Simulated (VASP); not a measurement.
# Zr3Si2 (P4/mbm) in VASP: notebook, part 2 of 2

VASP 6.6.1. Earlier steps stand in the parts before.

### Step 4. Single point, PBEsol (volume scaled by 1.03, then relaxed in part)

INCAR

```
SYSTEM = Zr3Si2
PREC = Accurate
ENCUT = 520
EDIFF = 1E-6
ISMEAR = 0
SIGMA = 0.1
LREAL = .False.
LASPH = .True.
NELM = 80
ALGO = Fast
ISIF = 2
LWAVE = .False.
LCHARG = .False.
GGA = PS
NBANDS = 55
```

KPOINTS

```
Automatic mesh
0
Gamma
  6 6 10
  0 0 0
```

POSCAR

```
Zr3Si2
1.0
    7.1247252201      0.0000000000      0.0000000000
    0.0000000000      7.1247252201      0.0000000000
    0.0000000000      0.0000000000      3.6917578285
Zr Si
6 4
Direct
    0.1740579059      0.6740579059      0.5000000000
    0.8259420941      0.3259420941      0.5000000000
    0.3259420941      0.1740579059      0.5000000000
    0.6740579059      0.8259420941      0.5000000000
    0.0000000000      0.0000000000      0.0000000000
    0.5000000000      0.5000000000      0.0000000000
    0.6226364338      0.1226364338      0.0000000000
    0.3773635662      0.8773635662      0.0000000000
    0.8773635662      0.6226364338      0.0000000000
    0.1226364338      0.3773635662      0.0000000000
```

Potentials or basis: VASP PAW PBE potentials, release 64 (Zr_sv, Si).

The run is started by

```sh
cat potpaw_PBE.64/Zr_sv/POTCAR potpaw_PBE.64/Si/POTCAR > POTCAR
mpirun -np 1 vasp_std > vasp.out
```

OUTCAR:

```text
SYSTEM = Zr3Si2
   PREC = Accurate
   ENCUT = 520
   EDIFF = 1E-6
   ISMEAR = 0
   LREAL = .False.
   LASPH = .True.
   NELM = 80
   ISIF = 2
   GGA = PS

 ion  position               nearest neighbor table
   1  0.174  0.674  0.500-   8 2.76   8 2.76  10 2.83   9 2.83   9 2.83  10 2.83   6 3.22   6 3.22
                             5 3.22   5 3.22   2 3.51   3 3.72   4 3.72   3 3.72   4 3.72
   2  0.826  0.326  0.500-   7 2.76   7 2.76  10 2.83   9 2.83   9 2.83  10 2.83   6 3.22   6 3.22
                             5 3.22   5 3.22   1 3.51   3 3.72   4 3.72   4 3.72   3 3.72
   3  0.326  0.174  0.500-  10 2.76  10 2.76   7 2.83   7 2.83   8 2.83   8 2.83   6 3.22   6 3.22
                             5 3.22   5 3.22   4 3.51   2 3.72   1 3.72   1 3.72   2 3.72
   4  0.674  0.826  0.500-   9 2.76   9 2.76   7 2.83   7 2.83   8 2.83   8 2.83   6 3.22   6 3.22
                             5 3.22   5 3.22   3 3.51   2 3.72   1 3.72   2 3.72   1 3.72
   5  0.000  0.000  0.000-   7 2.83   8 2.83   9 2.83  10 2.83   1 3.22   2 3.22   3 3.22   4 3.22
                             1 3.22   2 3.22   3 3.22   4 3.22
   6  0.500  0.500  0.000-   7 2.83   8 2.83   9 2.83  10 2.83   1 3.22   2 3.22   3 3.22   4 3.22
                             1 3.22   2 3.22   3 3.22   4 3.22
   7  0.623  0.123  0.000-   8 2.47   2 2.76   2 2.76   5 2.83   6 2.83   3 2.83   4 2.83   3 2.83
                             4 2.83
   8  0.377  0.877  0.000-   7 2.47   1 2.76   1 2.76   5 2.83   6 2.83   3 2.83   4 2.83   3 2.83
                             4 2.83
   9  0.877  0.623  0.000-  10 2.47   4 2.76   4 2.76   5 2.83   6 2.83   2 2.83   1 2.83   2 2.83
                             1 2.83
  10  0.123  0.377  0.000-   9 2.47   3 2.76   3 2.76   5 2.83   6 2.83   2 2.83   1 2.83   2 2.83
                             1 2.83

  LATTYP: Found a simple tetragonal cell.
 ALAT       =     7.1247252201
 C/A-ratio  =     0.5181614328

  Lattice vectors:

 A1 = (   7.1247252201,   0.0000000000,   0.0000000000)
 A2 = (   0.0000000000,   7.1247252201,   0.0000000000)
 A3 = (   0.0000000000,   0.0000000000,   3.6917578285)

Analysis of symmetry for initial positions (statically):
=====================================================================
 Subroutine PRICEL returns:
 Original cell was already a primitive cell.

 Routine SETGRP: Setting up the symmetry group for a
 simple tetragonal supercell.

 Subroutine GETGRP returns: Found 16 space group operations
 (whereof  8 operations were pure point group operations)
 out of a pool of 16 trial point group operations.

The static configuration has the point symmetry C_4h.
 The point group associated with its full space group is D_4h.

Analysis of symmetry for dynamics (positions and initial velocities):
=====================================================================
 Subroutine PRICEL returns:
 Original cell was already a primitive cell.

 Routine SETGRP: Setting up the symmetry group for a
 simple tetragonal supercell.

 Subroutine GETGRP returns: Found 16 space group operations
 (whereof  8 operations were pure point group operations)
 out of a pool of 16 trial point group operations.

The dynamic configuration has the point symmetry C_4h.
 The point group associated with its full space group is D_4h.

 Subroutine INISYM returns: Found 16 space group operations
 (whereof  8 operations are pure point group operations),
[... 74 lines left out ...]
  0.333333  0.166667  0.000000      8.000000
[... 16 lines left out ...]
  0.333333  0.000000  0.200000      8.000000
  0.500000  0.000000  0.200000      4.000000
 [... further k-points ...]
   k-points           NKPTS =     60   k-points in BZ     NKDIM =     60   number of bands    NBANDS=     55
   number of dos      NEDOS =    301   number of ions     NIONS =     10
   total plane-waves  NPLWV =  81648
   dimension x,y,z NGX =    54 NGY =   54 NGZ =   28
   dimension x,y,z NGXF=   108 NGYF=  108 NGZF=   56
   ions per type =               6   4
   NGX,Y,Z   is equivalent  to a cutoff of  12.60, 12.60, 12.61 a.u.
   NGXF,Y,Z  is equivalent  to a cutoff of  25.20, 25.20, 25.22 a.u.
 SYSTEM =  Zr3Si2
   PREC   = accura    normal or accurate (medium, high low for compatibility)
   ISTART =      0    job   : 0-new  1-cont  2-samecut
   ICHARG =      2    charge: 1-file 2-atom 10-const
   ISPIN  =      1    spin polarized calculation?
   LNONCOLLINEAR =      F non collinear calculations
   LSORBIT =      F    spin-orbit coupling
   LASPH  =      T    aspherical Exc in radial PAW
   ENCUT  =  520.0 eV  38.22 Ry    6.18 a.u.  13.25 13.25  6.86*2*pi/ulx,y,z
   NELM   =     80;   NELMIN=  2; NELMDL= -5     # of ELM steps
   EDIFF  = 0.1E-05   stopping-criterion for ELM
   LREAL  =      F    real-space projection
   EDIFFG = 0.1E-04   stopping-criterion for IOM
   NSW    =      0    number of steps for IOM
   IBRION =     -1    ionic relax: 0-MD 1-quasi-New 2-CG
   NFREE  =      0    steps in history (QN), initial steepest desc. (CG)
   ISIF   =      2    stress and relaxation
   ISYM   =      2    0-nonsym 1-usesym 2-fastsym
   POTIM  = 0.5000    time-step for ionic-motion
   TEBEG  =    0.0;   TEEND  =   0.0 temperature during run
   PSTRESS=    0.0 pullay stress
   NELECT =      88.0000    total number of electrons
   NUPDOWN=      -1.0000    fix difference up-down
   EMIN   =  10.00;   EMAX   =-10.00  energy-range for DOS
   EFERMI =   0.00;   METHOD = LEGACY
   ISMEAR =     0;   SIGMA  =   0.10  broadening in eV -4-tet -1-fermi 0-gaus
   EFERMI_NEDOS =   21; number of points for ismear=-14 and -15
   IALGO  =     68    algorithm
   IMIX   =      4    mixing-type and parameters
     AMIX     =   0.40;   BMIX     =  1.00
     AMIX_MAG =   1.60;   BMIX_MAG =  1.00
  volume/ion in A,a.u.               =      18.74       126.46
  Fermi-wavevector in a.u.,A,eV,Ry     =   1.272465  2.404611 22.030113  1.619168
  Thomas-Fermi vector in A             =   2.405342
   LORBIT       =      0    0 simple, 1 ext, 2 COOP (PROOUT), +10 PAW based schemes
   GGA     = PS    functional components
   LHFCALC =     F    Hartree Fock is set to
   AEXX    =    0.0000 exact exchange contribution
   IVDW    =     0    specifies the selected vdW correction
   LEPSILON=     F    determine dielectric tensor
   LRPA    =     F    only Hartree local field effects (RPA)
 non-spin polarized calculation
 RMM-DIIS sequential band-by-band and
 Gauss-broadening in eV      SIGMA  =   0.10
  energy-cutoff  :      520.00
  volume of cell :      187.40
 maximum number of plane-waves:      5082
 NGX is ok and might be reduce to    54
   NGX = 27   NGY = 27   NGZ = 13

 number of electron      88.0000000 magnetization

 Free energy of the ion-electron system (eV)
  ---------------------------------------------------
  ext. energy  EPLUGINS =         0.00000000
  ---------------------------------------------------
  free energy    TOTEN  =       -87.03705844 eV

  energy without entropy =      -86.99947166  energy(sigma->0) =      -87.01826505

 E-fermi :   9.2878     XC(G=0): -11.4412

 val. band max:        9.2876139238   @ k =   0.3333   0.0000   0.3000
 cond. band min:       9.2878951836   @ k =   0.1667   0.0000   0.0000
 fundamental gap:      0.0002812598
 Fermi energy:         9.2877665876

 k-point     1 :       0.0000    0.0000    0.0000
  band No.  band energies     occupation
      1     -39.0020      2.00000
      2     -38.9588      2.00000
      3     -38.9581      2.00000
      4     -38.9581      2.00000
      5     -38.8491      2.00000
      6     -38.8209      2.00000
[... 1381 lines left out ...]
     54      12.4307      0.00000
     55      12.5281      0.00000

 [... further k-points ...]
[... 5 lines left out ...]
  --------------------------------------------------------------------------------------
  -------------------------------------------------------------------------------------
  Total       -4.3908045     -4.3908045     -4.4231815      0.0000000      0.0000000     -0.0000000
  in kB      -37.5392198    -37.5392198    -37.8160273      0.0000000      0.0000000     -0.0000000
  external PRESSURE =     -37.6314889 kB  Pullay stress =       0.0000000 kB

 VOLUME and BASIS-vectors are now :
 -----------------------------------------------------------------------------
  energy-cutoff  :      520.00
  volume of cell :      187.40
      direct lattice vectors                 reciprocal lattice vectors
     7.124725220  0.000000000  0.000000000     0.140356290  0.000000000  0.000000000
     0.000000000  7.124725220  0.000000000     0.000000000  0.140356290  0.000000000
     0.000000000  0.000000000  3.691757829     0.000000000  0.000000000  0.270873672

 POSITION                                       TOTAL-FORCE (eV/Angst)
 -----------------------------------------------------------------------------------
      1.24011      4.80248      1.84588         0.001774      0.001774     -0.000000
      5.88461      2.32225      1.84588        -0.001774     -0.001774      0.000000
      2.32225      1.24011      1.84588        -0.001774      0.001774     -0.000000
      4.80248      5.88461      1.84588         0.001774     -0.001774      0.000000
      0.00000      0.00000      0.00000         0.000000      0.000000      0.000000
      3.56236      3.56236      0.00000         0.000000      0.000000      0.000000
      4.43611      0.87375      0.00000        -0.000939     -0.000939      0.000000
      2.68861      6.25097      0.00000         0.000939      0.000939      0.000000
      6.25097      4.43611      0.00000         0.000939     -0.000939      0.000000
      0.87375      2.68861      0.00000        -0.000939      0.000939     -0.000000
 -----------------------------------------------------------------------------------
    total drift:                               -0.000000      0.000000      0.000000

  FREE ENERGIE OF THE ION-ELECTRON SYSTEM (eV)
  ---------------------------------------------------
  free  energy   TOTEN  =       -87.0370584356 eV

  energy  without entropy=      -86.9994716610  energy(sigma->0) =      -87.01826505
```

Run time: 25 min. Hardware: 1 thread of Intel Xeon 6975P-C, shared host; peak memory 0.56 GiB.

What came out:

```
Free energy            : -87.0371 eV
Pressure               : -3.8 GPa
Band gap on the k mesh : zero (band 44 reaches 9.78 eV, above the bottom of band 45 at 8.68 eV)
```

Forces on the atoms (eV/Å):
```
Zr   0.002  0.002  0.000
Zr  -0.002 -0.002  0.000
Zr  -0.002  0.002  0.000
Zr   0.002 -0.002  0.000
Zr   0.000  0.000  0.000
Zr   0.000  0.000  0.000
Si  -0.001 -0.001  0.000
Si   0.001  0.001  0.000
Si   0.001 -0.001  0.000
Si  -0.001  0.001  0.000
```

Levels at points of the mesh, in eV from the Fermi level:
```
           k point  band 42  band 43  band 44  band 45  band 46  band 47
(0.00, 0.00, 0.00)    -0.50    -0.25    -0.05     0.87     1.06     1.27
(0.50, 0.00, 0.00)    -0.27     0.39     0.39     0.78     0.78     1.47
(0.50, 0.50, 0.00)    -0.26    -0.11    -0.11     0.06     0.06     1.23
(0.00, 0.00, 0.50)    -0.18     0.09     0.09     0.30     0.51     0.69
(0.50, 0.00, 0.50)    -0.90    -0.49    -0.49     0.17     0.17     1.76
(0.50, 0.50, 0.50)    -0.71    -0.64    -0.64    -0.61    -0.61     1.87
```

Caveat: the PAW data sets were made with another functional, which shifts forces and pressure a little.

### Step 5. Single point, PBEsol (volume scaled by 1.06, then relaxed in part)

INCAR

```
SYSTEM = Zr3Si2
PREC = Accurate ; ENCUT = 520
EDIFF = 1E-6 ; ISMEAR = 0
SIGMA = 0.1 ; LREAL = .False.
LASPH = .True. ; NELM = 80
ALGO = Fast ; ISIF = 2
LWAVE = .False. ; LCHARG = .False.
GGA = PS ; NBANDS = 55
```

KPOINTS

```
regular mesh
0
Gamma
  6 6 10
  0 0 0
```

POSCAR

```
Zr3Si2
1.0
    7.1819695180      0.0000000000      0.0000000000
    0.0000000000      7.1819695180      0.0000000000
    0.0000000000      0.0000000000      3.7389612913
Zr Si
6 4
Direct
    0.1736293871      0.6736293871      0.5000000000
    0.8263706129      0.3263706129      0.5000000000
    0.3263706129      0.1736293871      0.5000000000
    0.6736293871      0.8263706129      0.5000000000
    0.0000000000      0.0000000000      0.0000000000
    0.5000000000      0.5000000000      0.0000000000
    0.6228692509      0.1228692509      0.0000000000
    0.3771307491      0.8771307491      0.0000000000
    0.8771307491      0.6228692509      0.0000000000
    0.1228692509      0.3771307491      0.0000000000
```

The run is started by

```sh
cat potpaw_PBE.64/Zr_sv/POTCAR potpaw_PBE.64/Si/POTCAR > POTCAR
mpirun -np 1 vasp_std > vasp.out
```

It took 28 min on 1 thread of Intel Xeon 6975P-C, shared host; peak memory 0.57 GiB.

The run converged. Its results:

```
Free energy            : -86.8518 eV
Pressure               : -7.2 GPa
Largest force          : 0.004 eV/Å
Band gap on the k mesh : zero (band 44 reaches 9.46 eV, above the bottom of band 45 at 8.39 eV)
```

Forces in eV/Å, atoms in the order of the input:
```
Zr   0.000  0.000  0.000
Zr   0.000  0.000  0.000
Zr   0.000  0.000  0.000
Zr   0.000  0.000  0.000
Zr   0.000  0.000  0.000
Zr   0.000  0.000  0.000
Si  -0.003 -0.003  0.000
Si   0.003  0.003  0.000
Si   0.003 -0.003  0.000
Si  -0.003  0.003  0.000
```

Levels at points of the mesh, in eV from the Fermi level:
| k point | band 42 | band 43 | band 44 | band 45 | band 46 | band 47 |
| --- | --- | --- | --- | --- | --- | --- |
| (0.00, 0.00, 0.00) | -0.46 | -0.22 | -0.10 | 0.86 | 1.01 | 1.22 |
| (0.50, 0.00, 0.00) | -0.30 | 0.37 | 0.37 | 0.79 | 0.79 | 1.44 |
| (0.50, 0.50, 0.00) | -0.29 | -0.09 | -0.09 | 0.05 | 0.05 | 1.21 |
| (0.00, 0.00, 0.50) | -0.15 | 0.11 | 0.11 | 0.31 | 0.55 | 0.69 |
| (0.50, 0.00, 0.50) | -0.87 | -0.45 | -0.45 | 0.13 | 0.13 | 1.73 |
| (0.50, 0.50, 0.50) | -0.73 | -0.59 | -0.59 | -0.58 | -0.58 | 1.84 |

Caveat: the PAW data sets were made with another functional, which shifts forces and pressure a little.

### Step 6. Overview

| cell | further INCAR settings | gap on the mesh (eV) | pressure (GPa) |
| --- | --- | --- | --- |
| a = 6.940, b = 6.940, c = 3.551 Å, 10 atoms | ALGO = Fast; EDIFF = 1e-07; NBANDS = 55 | none | 10.1 |
| a = 7.004, b = 7.004, c = 3.598 Å, 10 atoms | ALGO = Fast; EDIFF = 1e-06; NBANDS = 55 | none | 4.8 |
| a = 7.125, b = 7.125, c = 3.692 Å, 10 atoms | ALGO = Fast; EDIFF = 1e-06; NBANDS = 55 | none | -3.8 |
| a = 7.182, b = 7.182, c = 3.739 Å, 10 atoms | ALGO = Fast; EDIFF = 1e-06; NBANDS = 55 | none | -7.2 |

Alike in all rows: task single point; level PBEsol; potentials or basis VASP PAW PBE potentials, release 64 (Zr_sv, Si); no spin polarisation; k mesh 6 × 6 × 10; cutoff (eV) 520; smearing gaussian 0.1 eV.

Caveats: the PAW data sets were made with another functional, which shifts forces and pressure a little.

Total energies depend on the potentials used, so only differences within one code and one set of settings carry meaning.
